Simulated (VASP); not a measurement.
# MgI2 (P-3m1) in VASP: further runs, part 2 of 3

VASP 6.6.1. The steps go on from the part before.

### Step 3. Single point, PBEsol (strain along c alone, the other axes held: -4.5 %, then relaxed in part)

The input, INCAR:

```
PREC = Accurate
ENCUT = 520
EDIFF = 1E-7
ISMEAR = 0
SIGMA = 0.02
LREAL = F
LASPH = T
NELM = 80
ALGO = Normal
ISIF = 2
LWAVE = F
LCHARG = T
GGA = PS
LELF = T
LVHAR = T
NBANDS = 15
```

The input, KPOINTS:

```
regular mesh
0
Gamma
  6 6 4
```

The input, POSCAR:

```
MgI2
1.0
    4.1307255317      0.0000000000      0.0000000000
   -2.0653627658      3.5773132465      0.0000000000
    0.0000000000      0.0000000000      6.7082402027
Mg I
1 2
Direct
    0.0000000000      0.0000000000      0.0000000000
    0.3333333333      0.6666666667      0.7529011736
    0.6666666667      0.3333333333      0.2470988264
```

Potentials or basis: VASP PAW PBE potentials, release 64 (Mg, I).

Started as:

```bash
> cat potpaw_PBE.64/Mg/POTCAR potpaw_PBE.64/I/POTCAR > POTCAR
> mpirun -np 1 vasp_std > vasp.out
```

It took 16 s on 1 thread of AMD EPYC 9R45 (Zen 5), shared host; peak memory 0.19 GiB.

The run converged. Its results:

| Quantity | Value |
| --- | --- |
| Free energy | -8.4135 eV |
| Pressure | 0.3 GPa |
| Largest force | 0.006 eV/Å |
| Band gap on the k mesh | 3.36 eV (least direct gap 3.54 eV) |

Forces on the atoms (eV/Å):
```
Mg   0.000  0.000  0.000
I    0.000  0.000  0.006
I    0.000  0.000 -0.006
```

Stress tensor (GPa, compression positive):
```
0.19 0.00 0.00
0.00 0.19 0.00
0.00 0.00 0.67
```

Levels at points of the mesh, in eV from the valence-band top:
| k point | band 6 | band 7 | band 8 | band 9 | band 10 | band 11 |
| --- | --- | --- | --- | --- | --- | --- |
| (0.00, 0.00, 0.00) | -0.17 | -0.17 | 0.00 | 3.54 | 4.52 | 6.56 |
| (0.50, 0.00, 0.00) | -1.57 | -1.09 | -0.56 | 3.48 | 5.11 | 5.25 |
| (0.00, 0.00, 0.50) | -0.47 | -0.31 | -0.31 | 4.57 | 4.64 | 6.33 |
| (0.50, 0.00, 0.50) | -1.22 | -0.94 | -0.87 | 3.40 | 4.95 | 5.47 |

Caveat: the cell differs from its parent crystal (strain along c alone, the other axes held: -4.5 %, then relaxed in part); the PAW data sets were made with another functional, which shifts forces and pressure a little; spin-orbit coupling is left out, which moves the levels of the heavy elements; this functional lacks dispersion, which binds layers or chains, so the pressure and a relaxed spacing across them are unreliable. A k mesh can miss the band edges.

### Step 4. Single point, PBEsol

This run uses another cell than the first one, of 33.04 Å³/atom.

The input, INCAR:

```
SYSTEM = MgI2
PREC = Accurate ; ENCUT = 520
EDIFF = 1E-6 ; ISMEAR = 0
SIGMA = 0.02 ; LREAL = .False.
LASPH = .True. ; NELM = 100
ALGO = Normal ; ISIF = 2
LWAVE = .False. ; LCHARG = .False.
GGA = PS ; NBANDS = 15
```

The input, KPOINTS:

```
regular mesh
0
Gamma
  6 6 4
  0 0 0
```

POSCAR is that of step 3.

Potentials or basis: VASP PAW PBE potentials, release 64 (Mg, I).

Started as:

```bash
> cat potpaw_PBE.64/Mg/POTCAR potpaw_PBE.64/I/POTCAR > POTCAR
> mpirun -np 1 vasp_std > vasp.out
```

OUTCAR:

```text
SYSTEM = MgI2
   PREC = Accurate
   ENCUT = 520
   EDIFF = 1E-6
   ISMEAR = 0
   LREAL = .False.
   LASPH = .True.
   NELM = 100
   ISIF = 2
   GGA = PS

 ion  position               nearest neighbor table
   1  0.000  0.000  0.000-   2 2.90   3 2.90   2 2.90   3 2.90   3 2.90   2 2.90
   2  0.333  0.667  0.753-   1 2.90   1 2.90   1 2.90
   3  0.667  0.333  0.247-   1 2.90   1 2.90   1 2.90

  LATTYP: Found a hexagonal cell.
 ALAT       =     4.1307255317
 C/A-ratio  =     1.6239859442

  Lattice vectors:

 A1 = (   4.1307255317,   0.0000000000,   0.0000000000)
 A2 = (  -2.0653627658,   3.5773132465,   0.0000000000)
 A3 = (   0.0000000000,   0.0000000000,   6.7082402027)

Analysis of symmetry for initial positions (statically):
=====================================================================
 Subroutine PRICEL returns:
 Original cell was already a primitive cell.

 Routine SETGRP: Setting up the symmetry group for a
 hexagonal supercell.

 Subroutine GETGRP returns: Found 12 space group operations
 (whereof 12 operations were pure point group operations)
 out of a pool of 24 trial point group operations.

The static configuration has the point symmetry D_3d.

Analysis of symmetry for dynamics (positions and initial velocities):
=====================================================================
 Subroutine PRICEL returns:
 Original cell was already a primitive cell.

 Routine SETGRP: Setting up the symmetry group for a
 hexagonal supercell.

 Subroutine GETGRP returns: Found 12 space group operations
 (whereof 12 operations were pure point group operations)
 out of a pool of 24 trial point group operations.

The dynamic configuration has the point symmetry D_3d.

 Subroutine INISYM returns: Found 12 space group operations
 (whereof 12 operations are pure point group operations),
 and found     1 'primitive' translations

----------------------------------------------------------------------------------------

                                     Primitive cell

  volume of cell :      99.1270

  direct lattice vectors                    reciprocal lattice vectors
     4.130725532  0.000000000  0.000000000     0.242088222  0.139769700  0.000000000
    -2.065362766  3.577313247  0.000000000     0.000000000  0.279539400  0.000000000
     0.000000000  0.000000000  6.708240203     0.000000000  0.000000000  0.149070392

  length of vectors
     4.130725532  4.130725532  6.708240203     0.279539400  0.279539400  0.149070392

  position of ions in fractional coordinates (direct lattice)
     0.000000000  0.000000000  0.000000000
     0.333333333  0.666666667  0.752901174
     0.666666667  0.333333333  0.247098826

  ion indices of the primitive-cell ions
   primitive index   ion index
                 1           1
                 2           2
                 3           3

----------------------------------------------------------------------------------------

 KPOINTS: regular mesh

Automatic generation of k-mesh.
 Grid dimensions read from file:
 generate k-points for:    6    6    4

 Generating k-lattice:

[... 41 lines left out ...]
  0.333333  0.333333  0.500000      2.000000
   k-points           NKPTS =     24   k-points in BZ     NKDIM =     24   number of bands    NBANDS=     15
   number of dos      NEDOS =    301   number of ions     NIONS =      3
   total plane-waves  NPLWV =  51200
   dimension x,y,z NGX =    32 NGY =   32 NGZ =   50
   dimension x,y,z NGXF=    64 NGYF=   64 NGZF=  100
   ions per type =               1   2
   NGX,Y,Z   is equivalent  to a cutoff of  12.88, 12.88, 12.39 a.u.
   NGXF,Y,Z  is equivalent  to a cutoff of  25.76, 25.76, 24.78 a.u.
 SYSTEM =  MgI2
   PREC   = accura    normal or accurate (medium, high low for compatibility)
   ISTART =      0    job   : 0-new  1-cont  2-samecut
   ICHARG =      2    charge: 1-file 2-atom 10-const
   ISPIN  =      1    spin polarized calculation?
   LNONCOLLINEAR =      F non collinear calculations
   LSORBIT =      F    spin-orbit coupling
   LASPH  =      T    aspherical Exc in radial PAW
   ENCUT  =  520.0 eV  38.22 Ry    6.18 a.u.   7.68  7.68 12.47*2*pi/ulx,y,z
   NELM   =    100;   NELMIN=  2; NELMDL= -5     # of ELM steps
   EDIFF  = 0.1E-05   stopping-criterion for ELM
   LREAL  =      F    real-space projection
   EDIFFG = 0.1E-04   stopping-criterion for IOM
   NSW    =      0    number of steps for IOM
   IBRION =     -1    ionic relax: 0-MD 1-quasi-New 2-CG
   NFREE  =      0    steps in history (QN), initial steepest desc. (CG)
   ISIF   =      2    stress and relaxation
   ISYM   =      2    0-nonsym 1-usesym 2-fastsym
   POTIM  = 0.5000    time-step for ionic-motion
   TEBEG  =    0.0;   TEEND  =   0.0 temperature during run
   PSTRESS=    0.0 pullay stress
   NELECT =      16.0000    total number of electrons
   NUPDOWN=      -1.0000    fix difference up-down
   EMIN   =  10.00;   EMAX   =-10.00  energy-range for DOS
   EFERMI =   0.00;   METHOD = LEGACY
   ISMEAR =     0;   SIGMA  =   0.02  broadening in eV -4-tet -1-fermi 0-gaus
   EFERMI_NEDOS =   21; number of points for ismear=-14 and -15
   IALGO  =     38    algorithm
   IMIX   =      4    mixing-type and parameters
     AMIX     =   0.40;   BMIX     =  1.00
     AMIX_MAG =   1.60;   BMIX_MAG =  1.00
  volume/ion in A,a.u.               =      33.04       222.98
  Fermi-wavevector in a.u.,A,eV,Ry     =   0.891355  1.684417 10.810023  0.794514
  Thomas-Fermi vector in A             =   2.013165
   LORBIT       =      0    0 simple, 1 ext, 2 COOP (PROOUT), +10 PAW based schemes
   GGA     = PS    functional components
   LHFCALC =     F    Hartree Fock is set to
   AEXX    =    0.0000 exact exchange contribution
   IVDW    =     0    specifies the selected vdW correction
   LEPSILON=     F    determine dielectric tensor
   LRPA    =     F    only Hartree local field effects (RPA)
 non-spin polarized calculation
 Gauss-broadening in eV      SIGMA  =   0.02
  energy-cutoff  :      520.00
  volume of cell :       99.13
 maximum number of plane-waves:      2719
 NGX is ok and might be reduce to    32
   NGX = 15   NGY = 15   NGZ = 25

 number of electron      16.0000001 magnetization

 Free energy of the ion-electron system (eV)
  ---------------------------------------------------
  ext. energy  EPLUGINS =         0.00000000
  ---------------------------------------------------
  free energy    TOTEN  =        -8.41350933 eV

  energy without entropy =       -8.41350933  energy(sigma->0) =       -8.41350933

 E-fermi :   2.7260     XC(G=0):  -8.5369

 val. band max:        2.6385680455   @ k =   0.0000   0.0000   0.0000
 cond. band min:       6.0017281741   @ k =   0.5000  -0.0000   0.2500
 fundamental gap:      3.3631601287
 Fermi energy:         2.7260468767

 k-point     1 :       0.0000    0.0000    0.0000
  band No.  band energies     occupation
      1      -9.6856      2.00000
      2      -8.8929      2.00000
      3      -1.1911      2.00000
      4       2.0367      2.00000
      5       2.0367      2.00000
      6       2.4645      2.00000
      7       2.4645      2.00000
      8       2.6386      2.00000
      9       6.1817      0.00000
     10       7.1561      0.00000
     11       9.1965      0.00000
     12       9.1965      0.00000
     13      10.0122      0.00000
     14      10.6334      0.00000
[... 401 lines left out ...]
      2      -8.7336      2.00000
      3      -0.7179      2.00000
      4      -0.4038      2.00000
      5      -0.4038      2.00000
      6       0.1802      2.00000
      7       2.0203      2.00000
      8       2.0203      2.00000
      9       7.4394      0.00000
     10       8.1799      0.00000
     11       8.1799      0.00000
     12       9.7503      0.00000
     13      10.7880      0.00000
     14      11.0973      0.00000
     15      11.2876      0.00000

------------------------ aborting loop because EDIFF is reached ----------------------------------------

  FORCE on cell =-STRESS in cart. coord.  units (eV):
  Direction    XX          YY          ZZ          XY          YZ          ZX
  --------------------------------------------------------------------------------------
  -------------------------------------------------------------------------------------
  Total        0.1170423      0.1170423      0.4131798      0.0000000      0.0000000      0.0000000
  in kB        1.8917411      1.8917411      6.6781736      0.0000000      0.0000000      0.0000000
  external PRESSURE =       3.4872186 kB  Pullay stress =       0.0000000 kB

 VOLUME and BASIS-vectors are now :
 -----------------------------------------------------------------------------
  energy-cutoff  :      520.00
  volume of cell :       99.13
      direct lattice vectors                 reciprocal lattice vectors
     4.130725532  0.000000000  0.000000000     0.242088222  0.139769700  0.000000000
    -2.065362766  3.577313247  0.000000000     0.000000000  0.279539400  0.000000000
     0.000000000  0.000000000  6.708240203     0.000000000  0.000000000  0.149070392

 POSITION                                       TOTAL-FORCE (eV/Angst)
 -----------------------------------------------------------------------------------
      0.00000      0.00000      0.00000        -0.000000      0.000000      0.000000
     -0.00000      2.38488      5.05064        -0.000000      0.000000      0.005903
      2.06536      1.19244      1.65760         0.000000     -0.000000     -0.005903
 -----------------------------------------------------------------------------------
    total drift:                               -0.000000      0.000000      0.000000

  FREE ENERGIE OF THE ION-ELECTRON SYSTEM (eV)
  ---------------------------------------------------
  free  energy   TOTEN  =        -8.4135093277 eV

  energy  without entropy=       -8.4135093277  energy(sigma->0) =       -8.41350933
```

It took 14 s on 1 thread of AMD EPYC 9R45 (Zen 5), shared host; peak memory 0.19 GiB.

What came out:

| Property | Result |
| --- | --- |
| Free energy | -8.4135 eV |
| Pressure | 0.3 GPa |
| Largest force | 0.006 eV/Å |
| Band gap on the k mesh | 3.36 eV (least direct gap 3.54 eV) |

Forces on the atoms (eV/Å):
```
Mg   0.000  0.000  0.000
I    0.000  0.000  0.006
I    0.000  0.000 -0.006
```

Stress tensor (GPa, compression positive):
```
0.19 0.00 0.00
0.00 0.19 0.00
0.00 0.00 0.67
```

Levels at points of the mesh, in eV from the valence-band top:
| k point | band 5 | band 6 | band 7 | band 8 | band 9 | band 10 | band 11 | band 12 |
| --- | --- | --- | --- | --- | --- | --- | --- | --- |
| (0.00, 0.00, 0.00) | -0.60 | -0.17 | -0.17 | 0.00 | 3.54 | 4.52 | 6.56 | 6.56 |
| (0.50, 0.00, 0.00) | -2.12 | -1.57 | -1.09 | -0.56 | 3.48 | 5.11 | 5.25 | 6.74 |
| (0.00, 0.00, 0.50) | -0.47 | -0.47 | -0.31 | -0.31 | 4.57 | 4.64 | 6.33 | 6.33 |
| (0.50, 0.00, 0.50) | -1.35 | -1.22 | -0.94 | -0.87 | 3.40 | 4.95 | 5.47 | 5.85 |

Caveat: the PAW data sets were made with another functional, which shifts forces and pressure a little; spin-orbit coupling is left out, which moves the levels of the heavy elements; this functional lacks dispersion, which binds layers or chains, so the pressure and a relaxed spacing across them are unreliable. A hybrid or GW would open this gap; PBEsol tends to underestimate it.

[end of part 2 of 3]
